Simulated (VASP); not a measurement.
# SrReBrO2 (Cmcm) in VASP: single point with r2SCAN

Aim: the single point of SrReBrO2 with r2SCAN.

All numbers are computed with VASP 6.6.1; they aren't measurements. Logs are shortened: lines on timing, memory, paths and dates and some standing lists are left out, and cuts for length are marked.

## 1. The cell of the first run

Symmetry: Cmcm, No. 63, orthorhombic system. Conventional cell: a = 5.505 Å, b = 12.241 Å, c = 5.389 Å, α = 90.00°, β = 90.00°, γ = 90.00°. Re (site symmetry m2m) has 4 O at 2.15 Å within 2.8 Å. Within 2.8 Å of O (site symmetry 2) lie 2 Re at 2.15 Å and 2 Sr at 2.33 Å and 4 O at 2.69 to 2.79 Å. Within 4.4 Å of Br (site symmetry m2m) lie 5 Sr at 3.19 to 4.30 Å and 5 Re at 3.42 to 4.09 Å and 8 O at 3.58 to 3.66 Å and 4 Br at 3.85 Å. Sr (site symmetry m2m) has 4 O at 2.33 Å and 4 Br at 3.19 to 3.30 Å within 3.4 Å.

## 2. Single point, r2SCAN

POSCAR

```
SrReBrO2
1.0
    5.5053014600      0.0000000000      0.0000000000
    2.7526507300     -6.1206819300      0.0000000000
    0.0000000000      0.0000000000     -5.3892316400
Re O Br Sr
2 4 2 2
Direct
    0.0796000000      0.8408000000      0.7500000000
    0.9204000000      0.1592000000      0.2500000000
    0.2470000000      0.0000000000      0.0000000000
    0.7530000000      0.0000000000      0.5000000000
    0.7530000000      0.0000000000      0.0000000000
    0.2470000000      0.0000000000      0.5000000000
    0.7456000000      0.5088000000      0.7500000000
    0.2544000000      0.4912000000      0.2500000000
    0.3943000000      0.2114000000      0.7500000000
    0.6057000000      0.7886000000      0.2500000000
```

INCAR.step1

```
SYSTEM = SrReBrO2
PREC = Accurate ; ENCUT = 520
ISMEAR = -5 ; SIGMA = 0.0186
LREAL = .False. ; LASPH = .True.
NELM = 100 ; LMAXMIX = 4
GGA = PE ; ALGO = Normal
EDIFF = 1E-4 ; LWAVE = .True.
LCHARG = .False.
```

INCAR.step2

```
SYSTEM = SrReBrO2
PREC = Accurate ; ENCUT = 520
EDIFF = 1E-6 ; ISMEAR = 0
SIGMA = 0.0186 ; LREAL = .False.
LASPH = .True. ; NELM = 100
ALGO = Normal ; ISIF = 2
LWAVE = .False. ; LCHARG = .False.
LMAXMIX = 4 ; METAGGA = R2SCAN
LMIXTAU = .True. ; LORBIT = 10
ISTART = 1
```

KPOINTS

```
Automatic mesh
0
Gamma
  5 5 5
  0 0 0
```

Potentials or basis: VASP PAW PBE potentials, release 64 (Re, O, Br, Sr_sv).

Started as:

```sh
$ cat potpaw_PBE.64/Re/POTCAR potpaw_PBE.64/O/POTCAR potpaw_PBE.64/Br/POTCAR potpaw_PBE.64/Sr_sv/POTCAR > POTCAR
$ cp INCAR.step1 INCAR
$ mpirun -np 1 vasp_std > vasp.out
$ cp INCAR.step2 INCAR
$ mpirun -np 1 vasp_std > vasp.out
```

OUTCAR:

```text
SYSTEM = SrReBrO2
   PREC = Accurate
   ENCUT = 520
   EDIFF = 1E-6
   ISMEAR = 0
   LREAL = .False.
   LASPH = .True.
   NELM = 100
   ISIF = 2
   METAGGA = R2SCAN
   LORBIT = 10
   ISTART = 1

 ion  position               nearest neighbor table
   1  0.080  0.841  0.750-   3 2.15   4 2.15   5 2.15   6 2.15   2 3.33   2 3.33   9 3.57   9 3.57
                             9 3.85  10 3.87  10 3.87  10 3.87  10 3.87
   2  0.920  0.159  0.250-   3 2.15   4 2.15   5 2.15   6 2.15   1 3.33   1 3.33  10 3.57  10 3.57
                            10 3.85   9 3.87   9 3.87   9 3.87   9 3.87
   3  0.247  0.000  0.000-   1 2.15   2 2.15  10 2.33   9 2.33
   4  0.753  0.000  0.500-   1 2.15   2 2.15   9 2.33  10 2.33
   5  0.753  0.000  0.000-   1 2.15   2 2.15   9 2.33  10 2.33
   6  0.247  0.000  0.500-   1 2.15   2 2.15  10 2.33   9 2.33
   7  0.746  0.509  0.750-  10 3.19  10 3.19   9 3.30   9 3.30
   8  0.254  0.491  0.250-   9 3.19   9 3.19  10 3.30  10 3.30
   9  0.394  0.211  0.750-   4 2.33   5 2.33   3 2.33   6 2.33   8 3.19   8 3.19   7 3.30   7 3.30
                             1 3.57   1 3.57  10 3.74  10 3.74   1 3.85   2 3.87   2 3.87   2 3.87
  10  0.606  0.789  0.250-   3 2.33   6 2.33   5 2.33   4 2.33   7 3.19   7 3.19   8 3.30   8 3.30
                             2 3.57   2 3.57   9 3.74   9 3.74   2 3.85   1 3.87   1 3.87   1 3.87

  LATTYP: Found a base centered orthorhombic cell.
 ALAT       =     5.5053014600
 B/A-ratio  =     2.2235592272
 C/A-ratio  =     0.9789167186

  Lattice vectors:

 A1 = (   2.7526507300,   6.1206819300,   0.0000000000)
 A2 = (   2.7526507300,  -6.1206819300,   0.0000000000)
 A3 = (   0.0000000000,   0.0000000000,  -5.3892316400)

Analysis of symmetry for initial positions (statically):
=====================================================================
 Subroutine PRICEL returns:
 Original cell was already a primitive cell.

 Routine SETGRP: Setting up the symmetry group for a
 base centered orthorhombic supercell.

 Subroutine GETGRP returns: Found  8 space group operations
 (whereof  4 operations were pure point group operations)
 out of a pool of  8 trial point group operations.

The static configuration has the point symmetry C_2h.
 The point group associated with its full space group is D_2h.

Analysis of symmetry for dynamics (positions and initial velocities):
=====================================================================
 Subroutine PRICEL returns:
 Original cell was already a primitive cell.

 Routine SETGRP: Setting up the symmetry group for a
 base centered orthorhombic supercell.

 Subroutine GETGRP returns: Found  8 space group operations
 (whereof  4 operations were pure point group operations)
 out of a pool of  8 trial point group operations.

The dynamic configuration has the point symmetry C_2h.
 The point group associated with its full space group is D_2h.

 Subroutine INISYM returns: Found  8 space group operations
 (whereof  4 operations are pure point group operations),
 and found     1 'primitive' translations

----------------------------------------------------------------------------------------

                                     Primitive cell

  volume of cell :     181.5966

  direct lattice vectors                    reciprocal lattice vectors
     5.505301460  0.000000000  0.000000000     0.181643096  0.081690244  0.000000000
     2.752650730 -6.120681930  0.000000000     0.000000000 -0.163380488  0.000000000
     0.000000000  0.000000000 -5.389231640     0.000000000  0.000000000 -0.185555208

  length of vectors
     5.505301460  6.711172277  5.389231640     0.199167041  0.163380488  0.185555208

  position of ions in fractional coordinates (direct lattice)
     0.079600000  0.840800000  0.750000000
     0.920400000  0.159200000  0.250000000
     0.247000000  0.000000000  0.000000000
     0.753000000  0.000000000  0.500000000
     0.753000000  0.000000000  0.000000000
     0.247000000  0.000000000  0.500000000
     0.745600000  0.508800000  0.750000000
     0.254400000  0.491200000  0.250000000
     0.394300000  0.211400000  0.750000000
     0.605700000  0.788600000  0.250000000

  ion indices of the primitive-cell ions
   primitive index   ion index
                 1           1
                 2           2
                 3           3
                 4           4
                 5           5
                 6           6
                 7           7
                 8           8
                 9           9
                10          10

----------------------------------------------------------------------------------------

 KPOINTS: Automatic mesh

Automatic generation of k-mesh.
 Grid dimensions read from file:
 generate k-points for:    5    5    5

 Generating k-lattice:

  Cartesian coordinates                     Fractional coordinates (reciprocal lattice)
     0.036328619  0.016338049  0.000000000     0.200000000  0.000000000  0.000000000
     0.000000000 -0.032676098  0.000000000     0.000000000  0.200000000  0.000000000
     0.000000000  0.000000000 -0.037111042     0.000000000  0.000000000  0.200000000

  Length of vectors
     0.039833408  0.032676098  0.037111042

  Shift w.r.t. Gamma in fractional coordinates (k-lattice)
     0.000000000  0.000000000  0.000000000

 Subroutine IBZKPT returns following result:
 ===========================================

 Found     27 irreducible k-points:

 Following reciprocal coordinates:
            Coordinates               Weight
  0.000000  0.000000  0.000000      1.000000
  0.200000 -0.000000  0.000000      4.000000
  0.400000  0.000000  0.000000      4.000000
  0.000000  0.200000  0.000000      2.000000
  0.400000  0.200000  0.000000      2.000000
 -0.400000  0.200000  0.000000      4.000000
[... 16 lines left out ...]
  0.400000  0.200000  0.400000      4.000000
 -0.400000  0.200000  0.400000      8.000000
 [... further k-points ...]
   k-points           NKPTS =     27   k-points in BZ     NKDIM =     27   number of bands    NBANDS=     43
   number of dos      NEDOS =    301   number of ions     NIONS =     10
   total plane-waves  NPLWV =  84000
   dimension x,y,z NGX =    42 NGY =   50 NGZ =   40
   dimension x,y,z NGXF=    84 NGYF=  100 NGZF=   80
   ions per type =               2   4   2   2
   NGX,Y,Z   is equivalent  to a cutoff of  12.68, 12.39, 12.34 a.u.
   NGXF,Y,Z  is equivalent  to a cutoff of  25.37, 24.77, 24.68 a.u.
 SYSTEM =  SrReBrO2
   PREC   = accura    normal or accurate (medium, high low for compatibility)
   ISTART =      1    job   : 0-new  1-cont  2-samecut
   ICHARG =      0    charge: 1-file 2-atom 10-const
   ISPIN  =      1    spin polarized calculation?
   LNONCOLLINEAR =      F non collinear calculations
   LSORBIT =      F    spin-orbit coupling
   LASPH  =      T    aspherical Exc in radial PAW
   ENCUT  =  520.0 eV  38.22 Ry    6.18 a.u.  10.24 12.48 10.02*2*pi/ulx,y,z
   NELM   =    100;   NELMIN=  2; NELMDL=  0     # of ELM steps
   EDIFF  = 0.1E-05   stopping-criterion for ELM
   LREAL  =      F    real-space projection
[... 7 lines left out ...]
   TEBEG  =    0.0;   TEEND  =   0.0 temperature during run
   PSTRESS=    0.0 pullay stress
   NELECT =      72.0000    total number of electrons
   NUPDOWN=      -1.0000    fix difference up-down
   EMIN   =  10.00;   EMAX   =-10.00  energy-range for DOS
   EFERMI =   0.00;   METHOD = LEGACY
   ISMEAR =     0;   SIGMA  =   0.02  broadening in eV -4-tet -1-fermi 0-gaus
   EFERMI_NEDOS =   21; number of points for ismear=-14 and -15
   IALGO  =     38    algorithm
   IMIX   =      4    mixing-type and parameters
     AMIX     =   0.40;   BMIX     =  1.00
     AMIX_MAG =   1.60;   BMIX_MAG =  1.00
  volume/ion in A,a.u.               =      18.16       122.55
  Fermi-wavevector in a.u.,A,eV,Ry     =   1.202679  2.272734 19.679968  1.446437
  Thomas-Fermi vector in A             =   2.338454
   LORBIT       =     10    0 simple, 1 ext, 2 COOP (PROOUT), +10 PAW based schemes
   METAGGA = R2SCAN    functional components
   LHFCALC =     F    Hartree Fock is set to
   AEXX    =    0.0000 exact exchange contribution
   IVDW    =     0    specifies the selected vdW correction
   LEPSILON=     F    determine dielectric tensor
   LRPA    =     F    only Hartree local field effects (RPA)
 non-spin polarized calculation
 Gauss-broadening in eV      SIGMA  =   0.02
  energy-cutoff  :      520.00
  volume of cell :      181.60
 maximum number of plane-waves:      4920
 NGX is ok and might be reduce to    42
   NGX = 21   NGY = 25   NGZ = 21

 number of electron      71.9999972 magnetization

 Free energy of the ion-electron system (eV)
  ---------------------------------------------------
  ext. energy  EPLUGINS =         0.00000000
  ---------------------------------------------------
  free energy    TOTEN  =      -197.54153725 eV

  energy without entropy =     -197.54153725  energy(sigma->0) =     -197.54153725

 E-fermi :   4.1942     XC(G=0): -10.6728

 val. band max:        4.0501288171   @ k =  -0.2000   0.4000   0.0000
 cond. band min:       4.2872934869   @ k =   0.4000   0.2000   0.0000
 fundamental gap:      0.2371646698
 Fermi energy:         4.1942016078

 k-point     1 :       0.0000    0.0000    0.0000
  band No.  band energies     occupation
      1     -31.4664      2.00000
      2     -31.4087      2.00000
      3     -17.0316      2.00000
      4     -16.6710      2.00000
      5     -16.5810      2.00000
      6     -15.8215      2.00000
[... 35 lines left out ...]
     42       5.8509      0.00000
     43       6.8156      0.00000

 k-point     2 :       0.2000   -0.0000    0.0000
  band No.  band energies     occupation
      1     -31.4660      2.00000
      2     -31.4089      2.00000
      3     -17.0404      2.00000
      4     -16.6731      2.00000
      5     -16.5631      2.00000
      6     -15.8515      2.00000
[... 35 lines left out ...]
     42       5.8446      0.00000
     43       7.0856      0.00000

 k-point     3 :       0.4000    0.0000    0.0000
  band No.  band energies     occupation
      1     -31.4653      2.00000
      2     -31.4091      2.00000
      3     -17.0565      2.00000
      4     -16.6729      2.00000
      5     -16.5313      2.00000
      6     -15.9026      2.00000
[... 35 lines left out ...]
     42       6.2255      0.00000
     43       7.1466      0.00000

 k-point     4 :       0.0000    0.2000    0.0000
  band No.  band energies     occupation
      1     -31.4660      2.00000
      2     -31.4091      2.00000
      3     -17.0335      2.00000
      4     -16.6715      2.00000
      5     -16.5807      2.00000
      6     -15.8217      2.00000
[... 863 lines left out ...]
     42       6.4330      0.00000
     43       6.4819      0.00000

 k-point    23 :       0.4000    0.2000    0.4000
  band No.  band energies     occupation
      1     -31.4456      2.00000
      2     -31.4282      2.00000
      3     -16.7594      2.00000
      4     -16.6154      2.00000
      5     -16.5903      2.00000
      6     -16.3461      2.00000
[... 35 lines left out ...]
     42       6.2201      0.00000
     43       6.7933      0.00000

 k-point    24 :      -0.4000    0.2000    0.4000
  band No.  band energies     occupation
      1     -31.4455      2.00000
      2     -31.4283      2.00000
      3     -16.7589      2.00000
      4     -16.6159      2.00000
      5     -16.5923      2.00000
      6     -16.3473      2.00000
[... 35 lines left out ...]
     42       6.2768      0.00000
     43       6.7170      0.00000

 [... further k-points ...]

------------------------ aborting loop because EDIFF is reached ----------------------------------------

  FORCE on cell =-STRESS in cart. coord.  units (eV):
  Direction    XX          YY          ZZ          XY          YZ          ZX
  --------------------------------------------------------------------------------------
  -------------------------------------------------------------------------------------
  Total       -9.2445905     -5.2656656      0.4867936      0.0000000     -0.0000000      0.0000000
  in kB      -81.5624933    -46.4575270      4.2948464      0.0000000     -0.0000000      0.0000000
  external PRESSURE =     -41.2417246 kB  Pullay stress =       0.0000000 kB

 VOLUME and BASIS-vectors are now :
 -----------------------------------------------------------------------------
  energy-cutoff  :      520.00
  volume of cell :      181.60
      direct lattice vectors                 reciprocal lattice vectors
     5.505301460  0.000000000  0.000000000     0.181643096  0.081690244  0.000000000
     2.752650730 -6.120681930  0.000000000     0.000000000 -0.163380488  0.000000000
     0.000000000  0.000000000 -5.389231640     0.000000000  0.000000000 -0.185555208

 POSITION                                       TOTAL-FORCE (eV/Angst)
 -----------------------------------------------------------------------------------
      2.75265     -5.14627     -4.04192        -0.000000     -4.074591      0.000000
      5.50530     -0.97441     -1.34731         0.000000      4.074591      0.000000
      1.35981      0.00000      0.00000        -4.258372      0.000000      0.000000
      4.14549      0.00000     -2.69462         4.258372      0.000000      0.000000
      4.14549      0.00000      0.00000         4.258372      0.000000      0.000000
      1.35981      0.00000     -2.69462        -4.258372      0.000000      0.000000
      5.50530     -3.11420     -4.04192         0.000000      0.002625     -0.000000
      2.75265     -3.00648     -1.34731        -0.000000     -0.002625      0.000000
      2.75265     -1.29391     -4.04192         0.000000     -1.987044      0.000000
      5.50530     -4.82677     -1.34731         0.000000      1.987044      0.000000
 -----------------------------------------------------------------------------------
    total drift:                                0.000000     -0.000000      0.000000

  FREE ENERGIE OF THE ION-ELECTRON SYSTEM (eV)
  ---------------------------------------------------
  free  energy   TOTEN  =      -197.5415372519 eV

  energy  without entropy=     -197.5415372519  energy(sigma->0) =     -197.54153725

 total charge

# of ion       s       p       d       tot
------------------------------------------
    1        0.420   0.301   4.605   5.326
    2        0.420   0.301   4.605   5.326
    3        1.573   3.432   0.000   5.005
    4        1.573   3.432   0.000   5.005
    5        1.573   3.432   0.000   5.005
    6        1.573   3.432   0.000   5.005
    7        1.608   3.290   0.012   4.910
    8        1.608   3.290   0.012   4.910
    9        2.015   5.906   0.283   8.204
   10        2.015   5.906   0.283   8.204
--------------------------------------------------
tot         14.376  32.724   9.801  56.901
```

Run time: 7.3 min. Hardware: 1 thread of Intel Xeon 6975P-C (Granite Rapids), shared host; peak memory 0.44 GiB.

What came out:

* Free energy: -197.5415 eV
* Pressure: -4.1 GPa
* Largest force: 4.258 eV/Å
* Band gap on the k mesh: 0.24 eV (least direct gap 0.40 eV)
* Valence electrons inside the program's atomic spheres: Re 5.33; O 5.00; Br 4.91; Sr 8.20

Forces in eV/Å, atoms in the order of the input:
```
Re   0.000 -4.075  0.000
Re   0.000  4.075  0.000
O   -4.258  0.000  0.000
O    4.258  0.000  0.000
O    4.258  0.000  0.000
O   -4.258  0.000  0.000
Br   0.000  0.003  0.000
Br   0.000 -0.003  0.000
Sr   0.000 -1.987  0.000
Sr   0.000  1.987  0.000
```

Caveat: the cell stands under tension; the PAW data sets were made with another functional, which shifts forces and pressure a little; spin-orbit coupling is left out, which moves the levels of the heavy elements; an odd mesh through Γ misses points on the zone boundary, where band edges can lie.
